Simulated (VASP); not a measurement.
# Mg9O8 (a cell with a defect) in VASP: a series of runs

The runs below take Mg9O8 (a cell with a defect) through single point, with LDA.

All numbers are computed with VASP 6.6.1; they aren't measurements. Logs are shortened: lines on timing, memory, paths and dates and some standing lists are left out, and cuts for length are marked.

## 1. The cell of the first run

The cell holds a defect, 17 atoms: a = 6.095 Å, b = 6.095 Å, c = 6.095 Å, α = 60.00°, β = 60.00°, γ = 60.00°.

## 2. Single point, LDA

INCAR reads:

```
PREC = Accurate
ENCUT = 520
EDIFF = 1E-6
ISMEAR = -1
SIGMA = 0.02
LREAL = Auto
LASPH = True
NELM = 100
ALGO = Normal
ISIF = 2
LWAVE = False
LCHARG = True
LELF = True
LVHAR = True
NBANDS = 47
```

KPOINTS reads:

```
regular mesh
0
Gamma
  2 2 2
```

POSCAR reads:

```
Mg9O8
1.0
    0.0000000000      4.3100000000      4.3100000000
    4.3100000000      0.0000000000      4.3100000000
    4.3100000000      4.3100000000      0.0000000000
Mg O
9 8
Direct
    0.0284018561      0.0299392111     -0.0168396752
   -0.0912228538     -0.0912699536      0.4239613689
    0.0078143852      0.5062361949      0.0130705336
    0.0265371230      0.4732009281      0.5096083527
    0.5057339907      0.0064906032      0.0142441995
    0.4735649652      0.0227895592      0.5120287703
    0.5095006961      0.5087573086      0.0067498840
    0.5083236659      0.5061287703      0.5081860789
    0.0401679814      0.0397675174      0.5839911833
    0.2694897912      0.2673150812      0.2507257541
    0.2627473318      0.2618227378      0.7537844548
    0.2714551044      0.7374530162      0.2381455916
    0.2722868910      0.7521274942      0.7787193735
    0.7395491879      0.2718589327      0.2367538283
    0.7534943155      0.2734242459      0.7770940835
    0.7694537123      0.7691462877      0.2816110209
    0.7384389791      0.7399350348      0.7909180974
```

Potentials or basis: VASP PAW LDA potentials, release 64 (Mg, O).

Run with:

```bash
cat potpaw_LDA.64/Mg/POTCAR potpaw_LDA.64/O/POTCAR > POTCAR
mpirun -np 1 vasp_std > vasp.out
```

OUTCAR:

```text
PREC = Accurate
   ENCUT = 520
   EDIFF = 1E-6
   ISMEAR = -1
   LREAL = Auto
   LASPH = True
   NELM = 100
   ISIF = 2

 ion  position               nearest neighbor table
   1  0.028  0.030  0.983-  11 2.01  15 2.08  13 2.09  14 2.15  12 2.16   2 2.21  16 2.25   9 2.37
                             6 2.80   4 2.80   3 2.94   5 2.94   7 3.05   7 3.06   5 3.17   3 3.17
   2  0.909  0.909  0.424-  17 1.89  12 1.91  14 1.91  16 2.10   9 2.10   1 2.21   6 2.22   4 2.22
                             3 3.34   5 3.34   8 3.35   8 3.36   5 3.38   3 3.39   7 3.62
   3  0.008  0.506  0.013-  17 2.12  10 2.15  11 2.17  14 2.18  13 2.20  16 2.30   1 2.94   4 2.99
                             9 3.01   8 3.03   5 3.04   7 3.05   7 3.05   5 3.05   8 3.06   4 3.12
   4  0.027  0.473  0.510-  10 2.01  15 2.06  11 2.08  16 2.12  12 2.20   2 2.22  17 2.36   9 2.41
                             6 2.74   1 2.80   3 2.99   7 3.01   8 3.04   8 3.07   7 3.10   3 3.12
   5  0.506  0.006  0.014-  17 2.12  10 2.15  11 2.17  12 2.18  15 2.22  16 2.30   1 2.94   6 2.99
                             9 3.02   8 3.03   3 3.04   7 3.05   7 3.05   3 3.05   8 3.07   6 3.11
   6  0.474  0.023  0.512-  10 2.01  13 2.05  11 2.08  16 2.11   2 2.22  14 2.22  17 2.34   9 2.41
                             4 2.74   1 2.80   5 2.99   7 3.03   8 3.05   8 3.06   7 3.08   5 3.11
   7  0.510  0.509  0.007-  14 1.98  12 1.98  17 1.99  15 2.01  13 2.01  10 2.08   4 3.01   6 3.03
                             8 3.04   5 3.05   1 3.05   3 3.05   3 3.05   5 3.05   8 3.05   1 3.06
   8  0.508  0.506  0.508-  11 2.11  14 2.19  12 2.19  15 2.22  13 2.23  16 2.27   5 3.03   3 3.03
                             4 3.04   7 3.04   6 3.05   7 3.05   6 3.06   3 3.06   5 3.07   4 3.07
   9  0.040  0.040  0.584-  15 1.90  13 1.90  10 2.07   2 2.10   1 2.37   6 2.41   4 2.41  17 2.66
                             3 3.01   5 3.02   8 3.13   8 3.14   5 3.23   3 3.23
  10  0.269  0.267  0.251-   4 2.01   6 2.01   9 2.07   7 2.08   5 2.15   3 2.15
  11  0.263  0.262  0.754-   1 2.01   4 2.08   6 2.08   8 2.11   5 2.17   3 2.17
  12  0.271  0.737  0.238-   2 1.91   7 1.98   1 2.16   5 2.18   8 2.19   4 2.20
  13  0.272  0.752  0.779-   9 1.90   7 2.01   6 2.05   1 2.09   3 2.20   8 2.23
  14  0.740  0.272  0.237-   2 1.91   7 1.98   1 2.15   3 2.18   8 2.19   6 2.22
  15  0.753  0.273  0.777-   9 1.90   7 2.01   4 2.06   1 2.08   8 2.22   5 2.22
  16  0.769  0.769  0.282-   2 2.10   6 2.11   4 2.12   1 2.25   8 2.27   5 2.30   3 2.30
  17  0.738  0.740  0.791-   2 1.89   7 1.99   5 2.12   3 2.12   6 2.34   4 2.36   9 2.66

  LATTYP: Found a face centered cubic cell.
 ALAT       =     8.6200000000

  Lattice vectors:

 A1 = (   0.0000000000,   4.3100000000,   4.3100000000)
 A2 = (   4.3100000000,   0.0000000000,   4.3100000000)
 A3 = (   4.3100000000,   4.3100000000,   0.0000000000)

Analysis of symmetry for initial positions (statically):
=====================================================================
 Subroutine PRICEL returns:
 Original cell was already a primitive cell.

 Routine SETGRP: Setting up the symmetry group for a
 face centered cubic supercell.

 Subroutine GETGRP returns: Found  1 space group operations
 (whereof  1 operations were pure point group operations)
 out of a pool of 48 trial point group operations.

The static configuration has the point symmetry C_1 .

Analysis of symmetry for dynamics (positions and initial velocities):
=====================================================================
 Subroutine PRICEL returns:
 Original cell was already a primitive cell.

 Routine SETGRP: Setting up the symmetry group for a
 face centered cubic supercell.

 Subroutine GETGRP returns: Found  1 space group operations
 (whereof  1 operations were pure point group operations)
 out of a pool of 48 trial point group operations.

The dynamic configuration has the point symmetry C_1 .

 Subroutine INISYM returns: Found  1 space group operations
 (whereof  1 operations are pure point group operations),
 and found     1 'primitive' translations

----------------------------------------------------------------------------------------

                                     Primitive cell

  volume of cell :     160.1260

  direct lattice vectors                    reciprocal lattice vectors
     0.000000000  4.310000000  4.310000000    -0.116009281  0.116009281  0.116009281
     4.310000000  0.000000000  4.310000000     0.116009281 -0.116009281  0.116009281
     4.310000000  4.310000000  0.000000000     0.116009281  0.116009281 -0.116009281

  length of vectors
     6.095260454  6.095260454  6.095260454     0.200933968  0.200933968  0.200933968

  position of ions in fractional coordinates (direct lattice)
     0.028401856  0.029939211  0.983160325
     0.908777146  0.908730046  0.423961369
     0.007814385  0.506236195  0.013070534
     0.026537123  0.473200928  0.509608353
     0.505733991  0.006490603  0.014244199
     0.473564965  0.022789559  0.512028770
[... 9 lines left out ...]
     0.769453712  0.769146288  0.281611021
     0.738438979  0.739935035  0.790918097

  ion indices of the primitive-cell ions
   primitive index   ion index
                 1           1
                 2           2
                 3           3
                 4           4
                 5           5
                 6           6
[... 9 lines left out ...]
                16          16
                17          17

----------------------------------------------------------------------------------------

 KPOINTS: regular mesh

Automatic generation of k-mesh.
 Grid dimensions read from file:
 generate k-points for:    2    2    2

 Generating k-lattice:

  Cartesian coordinates                     Fractional coordinates (reciprocal lattice)
    -0.058004640  0.058004640  0.058004640     0.500000000  0.000000000  0.000000000
     0.058004640 -0.058004640  0.058004640     0.000000000  0.500000000  0.000000000
     0.058004640  0.058004640 -0.058004640     0.000000000  0.000000000  0.500000000

  Length of vectors
     0.100466984  0.100466984  0.100466984

  Shift w.r.t. Gamma in fractional coordinates (k-lattice)
     0.000000000  0.000000000  0.000000000

 Subroutine IBZKPT returns following result:
 ===========================================

 Found      8 irreducible k-points:

 Following reciprocal coordinates:
            Coordinates               Weight
  0.000000  0.000000  0.000000      1.000000
  0.500000  0.000000  0.000000      1.000000
  0.000000  0.500000  0.000000      1.000000
  0.000000  0.000000  0.500000      1.000000
  0.500000  0.500000  0.500000      1.000000
  0.500000  0.500000  0.000000      1.000000
  0.000000  0.500000  0.500000      1.000000
  0.500000  0.000000  0.500000      1.000000
   k-points           NKPTS =      8   k-points in BZ     NKDIM =      8   number of bands    NBANDS=     47
   number of dos      NEDOS =    301   number of ions     NIONS =     17
   total plane-waves  NPLWV = 110592
   dimension x,y,z NGX =    48 NGY =   48 NGZ =   48
   dimension x,y,z NGXF=    96 NGYF=   96 NGZF=   96
   ions per type =               9   8
   NGX,Y,Z   is equivalent  to a cutoff of  13.09, 13.09, 13.09 a.u.
   NGXF,Y,Z  is equivalent  to a cutoff of  26.18, 26.18, 26.18 a.u.
 SYSTEM =  unknown system
   PREC   = accura    normal or accurate (medium, high low for compatibility)
   ISTART =      0    job   : 0-new  1-cont  2-samecut
   ICHARG =      2    charge: 1-file 2-atom 10-const
   ISPIN  =      1    spin polarized calculation?
   LNONCOLLINEAR =      F non collinear calculations
   LSORBIT =      F    spin-orbit coupling
   LASPH  =      T    aspherical Exc in radial PAW
   ENCUT  =  520.0 eV  38.22 Ry    6.18 a.u.  11.33 11.33 11.33*2*pi/ulx,y,z
   NELM   =    100;   NELMIN=  2; NELMDL= -5     # of ELM steps
   EDIFF  = 0.1E-05   stopping-criterion for ELM
   LREAL  =      T    real-space projection
   EDIFFG = 0.1E-04   stopping-criterion for IOM
   NSW    =      0    number of steps for IOM
   IBRION =     -1    ionic relax: 0-MD 1-quasi-New 2-CG
   NFREE  =      0    steps in history (QN), initial steepest desc. (CG)
   ISIF   =      2    stress and relaxation
   ISYM   =      2    0-nonsym 1-usesym 2-fastsym
   POTIM  = 0.5000    time-step for ionic-motion
   TEBEG  =    0.0;   TEEND  =   0.0 temperature during run
   PSTRESS=    0.0 pullay stress
   NELECT =      66.0000    total number of electrons
   NUPDOWN=      -1.0000    fix difference up-down
   EMIN   =  10.00;   EMAX   =-10.00  energy-range for DOS
   EFERMI =   0.00;   METHOD = LEGACY
   ISMEAR =    -1;   SIGMA  =   0.02  broadening in eV -4-tet -1-fermi 0-gaus
   EFERMI_NEDOS =   21; number of points for ismear=-14 and -15
   IALGO  =     38    algorithm
   IMIX   =      4    mixing-type and parameters
     AMIX     =   0.40;   BMIX     =  1.00
     AMIX_MAG =   1.60;   BMIX_MAG =  1.00
  volume/ion in A,a.u.               =       9.42        63.56
  Fermi-wavevector in a.u.,A,eV,Ry     =   1.218341  2.302331 20.195874  1.484355
  Thomas-Fermi vector in A             =   2.353631
   LORBIT       =      0    0 simple, 1 ext, 2 COOP (PROOUT), +10 PAW based schemes
   GGA     = CA    functional components
   LHFCALC =     F    Hartree Fock is set to
   AEXX    =    0.0000 exact exchange contribution
   IVDW    =     0    specifies the selected vdW correction
   LEPSILON=     F    determine dielectric tensor
   LRPA    =     F    only Hartree local field effects (RPA)
 non-spin polarized calculation
  energy-cutoff  :      520.00
  volume of cell :      160.13
 maximum number of plane-waves:      4338
 NGX is ok and might be reduce to    48
   NGX = 23   NGY = 23   NGZ = 23

 number of electron      65.9999996 magnetization

 Free energy of the ion-electron system (eV)
  ---------------------------------------------------
  ext. energy  EPLUGINS =         0.00000000
  ---------------------------------------------------
  free energy    TOTEN  =       -97.37165761 eV

  energy without entropy =      -97.36192032  energy(sigma->0) =      -97.36678896

 E-fermi :   8.7556     XC(G=0): -11.5691

 val. band max:        8.7209803890   @ k =   0.5000   0.5000   0.0000
 cond. band min:       8.7875181879   @ k =   0.5000   0.0000   0.0000
 fundamental gap:      0.0665377989
 Fermi energy:         8.7555848390

 k-point     1 :       0.0000    0.0000    0.0000
  band No.  band energies     occupation
      1     -14.0046      2.00000
      2     -12.9718      2.00000
      3     -12.7739      2.00000
      4     -12.7467      2.00000
      5     -12.7317      2.00000
      6     -12.5292      2.00000
[... 37 lines left out ...]
     44      13.9856      0.00000
     45      14.3682      0.00000

 k-point     2 :       0.5000    0.0000    0.0000
  band No.  band energies     occupation
      1     -13.5267      2.00000
      2     -13.4003      2.00000
      3     -12.8727      2.00000
      4     -12.7448      2.00000
      5     -12.7265      2.00000
      6     -12.5471      2.00000
[... 37 lines left out ...]
     44      13.5600      0.00000
     45      13.8556      0.00000

 k-point     3 :       0.0000    0.5000    0.0000
  band No.  band energies     occupation
      1     -13.5251      2.00000
      2     -13.4026      2.00000
      3     -12.8712      2.00000
      4     -12.7479      2.00000
      5     -12.7238      2.00000
      6     -12.5470      2.00000
[... 229 lines left out ...]
     44      13.4436      0.00000
     45      13.6936      0.00000

 k-point     8 :       0.5000    0.0000    0.5000
  band No.  band energies     occupation
      1     -13.3871      2.00000
      2     -13.3082      2.00000
      3     -13.0167      2.00000
      4     -12.7968      2.00000
      5     -12.7804      2.00000
      6     -12.6182      2.00000
[... 37 lines left out ...]
     44      13.4412      0.00000
     45      13.6970      0.00000
 [bands above 45 left out]

------------------------ aborting loop because EDIFF is reached ----------------------------------------

  FORCE on cell =-STRESS in cart. coord.  units (eV):
  Direction    XX          YY          ZZ          XY          YZ          ZX
  --------------------------------------------------------------------------------------
  -------------------------------------------------------------------------------------
  Total       16.3480342     16.2671874     14.3603599      4.5073755      3.5292444      3.4846316
  in kB      163.5740152    162.7650836    143.6858832     45.0995816     35.3126660     34.8662823
  external PRESSURE =     156.6749940 kB  Pullay stress =       0.0000000 kB

 VOLUME and BASIS-vectors are now :
 -----------------------------------------------------------------------------
  energy-cutoff  :      520.00
  volume of cell :      160.13
      direct lattice vectors                 reciprocal lattice vectors
     0.000000000  4.310000000  4.310000000    -0.116009281  0.116009281  0.116009281
     4.310000000  0.000000000  4.310000000     0.116009281 -0.116009281  0.116009281
     4.310000000  4.310000000  0.000000000     0.116009281  0.116009281 -0.116009281

 POSITION                                       TOTAL-FORCE (eV/Angst)
 -----------------------------------------------------------------------------------
      4.36646      4.35983      0.25145        -0.019720     -0.007685     -0.124178
      5.74390      5.74410      7.83346         0.056338      0.052082      0.060889
      2.23821      0.09001      2.21556         0.002575     -0.062178     -0.000170
      4.23591      2.31079      2.15387         0.141536      0.049292      0.068139
      0.08937      2.24111      2.20769        -0.055247      0.002358      0.016468
      2.30507      4.24791      2.13929         0.056617      0.151858      0.090588
[... 9 lines left out ...]
      4.52876      4.53009      6.63137        -0.022091     -0.018354      0.014546
      6.59798      6.59153      6.37179        -0.070868     -0.074448     -0.108528
 -----------------------------------------------------------------------------------
    total drift:                               -0.005711     -0.003127     -0.000497

  FREE ENERGIE OF THE ION-ELECTRON SYSTEM (eV)
  ---------------------------------------------------
  free  energy   TOTEN  =       -97.3716576051 eV

  energy  without entropy=      -97.3619203236  energy(sigma->0) =      -97.36678896
```

Wall time 2.5 min (1 thread of AMD EPYC 7R43 (Zen 3), shared host); peak memory 0.23 GiB.

What came out:

| Property | Result |
| --- | --- |
| Free energy | -97.3717 eV |
| Pressure | 15.7 GPa |
| Largest force | 0.392 eV/Å |
| Band gap on the k mesh | 0.07 eV |

Forces on the atoms (eV/Å):
```
Mg  -0.020 -0.008 -0.124
Mg   0.056  0.052  0.061
Mg   0.003 -0.062  0.000
Mg   0.142  0.049  0.068
Mg  -0.055  0.002  0.016
Mg   0.057  0.152  0.091
Mg  -0.018 -0.016 -0.081
Mg   0.005  0.001 -0.016
Mg  -0.126 -0.132  0.346
O    0.045  0.039 -0.126
O    0.013  0.013 -0.048
O   -0.030  0.012 -0.038
O    0.006  0.008  0.005
O    0.012 -0.021 -0.054
O    0.005  0.003 -0.006
O   -0.022 -0.018  0.015
O   -0.071 -0.074 -0.109
```

Stress tensor (GPa, compression positive):
```
16.36  4.51  3.49
 4.51 16.28  3.53
 3.49  3.53 14.37
```

Caveat: the k points lie up to 0.63 Å⁻¹ apart.

## 3. Single point, LDA

INCAR reads:

```
ALGO = Normal
EDIFF = 1E-6
ENCUT = 520
GGA = CA
ISIF = 2
ISMEAR = -1
LASPH = T
LCHARG = F
LREAL = Auto
LWAVE = F
NBANDS = 47
NELM = 100
PREC = Accurate
SIGMA = 0.02
```

KPOINTS reads:

```
k-points
0
Gamma
  2 2 2
```

POSCAR reads:

```
Mg9O8
1.0
    0.0000000000      4.3100000000      4.3100000000
    4.3100000000      0.0000000000      4.3100000000
    4.3100000000      4.3100000000      0.0000000000
Mg O
9 8
Direct
    0.0450161253      0.0486908353     -0.0264711137
   -0.0986259861     -0.0943201856      0.4188466357
    0.0208573086      0.4861881671      0.0245313225
    0.0283292343      0.4443719258      0.4906751740
    0.4854098608      0.0170729698      0.0264864269
    0.4417459397      0.0203180974      0.4947976798
    0.5187415313      0.5176443155      0.0028032483
    0.5063510441      0.5018071926      0.5118967517
   -0.0251132251     -0.0244784223      0.6829781903
    0.2918147332      0.2878244780      0.2083885151
    0.2705030162      0.2687259861      0.7428763341
    0.2705912993      0.7514706497      0.2336926914
    0.2767734339      0.7330910673      0.7870421114
    0.7555613689      0.2751135731      0.2302627610
    0.7374068445      0.2792966357      0.7839182135
    0.7639635731      0.7644157773      0.2896317865
    0.7550062645      0.7581610209      0.8037266821
```

Potentials or basis: VASP PAW LDA potentials, release 64 (Mg, O).

Run with:

```bash
cat potpaw_LDA.64/Mg/POTCAR potpaw_LDA.64/O/POTCAR > POTCAR
mpirun -np 1 vasp_std > vasp.out
```

Run time: 2.3 min. Hardware: 1 thread of AMD EPYC 7R43 (Zen 3), shared host; peak memory 0.22 GiB.

The run converged. Its results:

```yaml
Free_energy: -97.3893 eV
Pressure: 17.9 GPa
Largest_force: 0.081 eV/Å
Band_gap_on_the_k_mesh: 0.04 eV
```

Forces on the atoms (eV/Å):
```
Mg   0.009  0.014  0.000
Mg  -0.012 -0.004 -0.040
Mg  -0.024 -0.014  0.006
Mg  -0.005  0.029 -0.005
Mg  -0.001 -0.030  0.016
Mg   0.034 -0.020  0.006
Mg   0.008  0.004  0.006
Mg   0.008  0.005 -0.015
Mg  -0.046 -0.046  0.036
O   -0.009 -0.015 -0.019
O   -0.008 -0.002  0.020
O   -0.017  0.017  0.035
O   -0.022  0.036  0.004
O    0.014 -0.022  0.014
O    0.040 -0.023 -0.007
O    0.002  0.004 -0.022
O    0.031  0.066 -0.036
```

Stress tensor (GPa, compression positive):
```
19.32  5.33 -1.77
 5.33 19.13 -1.88
-1.77 -1.88 15.25
```

Levels at points of the mesh, in eV from the valence-band top:
| k point | band 30 | band 31 | band 32 | band 33 | band 34 | band 35 | band 36 | band 37 |
| --- | --- | --- | --- | --- | --- | --- | --- | --- |
| (0.00, 0.00, 0.00) | -5.81 | -5.66 | -5.49 | -2.24 | 0.28 | 0.78 | 1.11 | 1.19 |
| (0.50, 0.00, 0.00) | -5.96 | -5.74 | -5.70 | -0.48 | 0.13 | 1.26 | 1.68 | 2.49 |
| (0.00, 0.50, 0.00) | -5.96 | -5.74 | -5.68 | -0.48 | 0.16 | 1.26 | 1.64 | 2.49 |
| (0.00, 0.00, 0.50) | -6.19 | -5.94 | -5.66 | -0.29 | 0.37 | 1.45 | 1.73 | 2.22 |
| (0.50, 0.50, 0.50) | -6.17 | -6.05 | -5.64 | -0.44 | 0.04 | 1.46 | 1.84 | 1.95 |
| (0.50, 0.50, 0.00) | -6.17 | -5.97 | -5.88 | 0.00 | 0.74 | 1.56 | 2.12 | 2.33 |
| (0.00, 0.50, 0.50) | -6.22 | -6.08 | -5.72 | -0.05 | 0.82 | 1.67 | 1.84 | 2.29 |
| (0.50, 0.00, 0.50) | -6.22 | -6.07 | -5.71 | -0.05 | 0.80 | 1.69 | 1.89 | 2.25 |

Caveat: the k points lie up to 0.63 Å⁻¹ apart.
